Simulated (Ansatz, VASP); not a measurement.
One calculation of TaN, two programs

```
Ta N
1.0
     5.20850    0.00000    0.00000
    -2.60425    4.51069    0.00000
     0.00000    0.00000    2.91475
Ta N
3 3
Cartesian
  0.0000 0.0000 0.0000
  0.0000 3.0071 1.4574
  2.6042 1.5036 1.4574
  2.0438 0.0000 0.0000
  1.5824 2.7407 0.0000
  -1.0219 1.7700 0.0000
```

Alike in both runs: task relaxation of cell and atoms; functional PBEsol; k mesh 9 × 9 × 12; occupations gaussian, width 0.1 eV; no spin polarisation.

|  | VASP | Ansatz |
| --- | --- | --- |
| version | VASP 6.6.1 | Ansatz 0.2.0 |
| potentials or method | VASP PAW PBE potentials, release 64 (Ta_pv, N), cutoff 600 eV | scalar-relativistic, plane waves, PAW |
| valence electrons in the cell | 48 | 54 |

Ansatz gave:

| Property | Result |
| --- | --- |
| gap on the k mesh at the Fermi level, each at its own relaxed structure (eV) | none |
| relaxed volume (Å³/atom) | 11.21 |
| relaxed cell length with the largest relative difference (Å) | 5.178 |

**Question.** Estimate VASP's values.

**Answer.** gap on the k mesh at the Fermi level, each at its own relaxed structure (eV): none; relaxed volume (Å³/atom): 11.24; relaxed cell length with the largest relative difference (Å): 5.184.

VASP's potentials were made for PBE, not for PBEsol, and Ansatz warns of the same on its side. A gap of «none» marks a metal or a gap that the smearing closes. VASP's potentials hold 48 valence electrons a cell and Ansatz's 54, so a difference there can come from the potentials and not from the codes.

Neither program's run includes spin-orbit coupling.
